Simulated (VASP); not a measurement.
# LiMg8: single point with LDA

The system is LiMg8, a slab with vacuum.

```
CELL_PARAMETERS angstrom
6.29323 0.00000 0.00000
0.00000 5.03889 0.00000
0.00000 0.00000 19.08461
ATOMIC_POSITIONS crystal
Mg 0.00000 0.75000 0.20959
Mg 0.50000 0.75000 0.20959
Mg 0.25000 0.25000 0.25719
Mg 0.75000 0.25000 0.25719
Mg 0.25000 0.75000 0.35659
Mg 0.75000 0.75000 0.35659
Mg 0.00000 0.25000 0.39742
Mg 0.50000 0.25000 0.39742
Li 0.12500 0.75000 0.48937
```

* Program: VASP 6.6.1
* Task: single point
* Functional: LDA
* Potentials or basis: VASP PAW LDA potentials, release 64 (Mg, Li_sv)
* Cutoff: 520 eV
* k mesh: 4 × 5 × 1
* Occupations: gaussian, width 0.1 eV
* Spin: no spin polarisation

The largest force is 0.512 eV/Å.

Forces on the atoms (eV/Å):
```
Mg   0.003  0.000  0.230
Mg  -0.006  0.000  0.246
Mg   0.003  0.000 -0.163
Mg  -0.014  0.000 -0.130
Mg   0.141  0.000 -0.492
Mg   0.037  0.000  0.130
Mg   0.017  0.000  0.048
Mg  -0.096  0.000  0.141
Li  -0.086  0.000 -0.010
```

Levels at points of the mesh, in eV from the Fermi level:
| k point | band 7 | band 8 | band 9 | band 10 | band 11 | band 12 | band 13 | band 14 |
| --- | --- | --- | --- | --- | --- | --- | --- | --- |
| (0.00, 0.00, 0.00) | -0.84 | -0.67 | -0.38 | -0.11 | 0.54 | 0.99 | 1.83 | 1.90 |
| (0.50, 0.00, 0.00) | -0.47 | -0.04 | 0.07 | 0.66 | 0.78 | 1.16 | 1.59 | 1.67 |

Run time: 3.8 min on 1 thread of Intel Xeon 6975P-C, with other jobs on the host, peak memory 0.47 GiB.
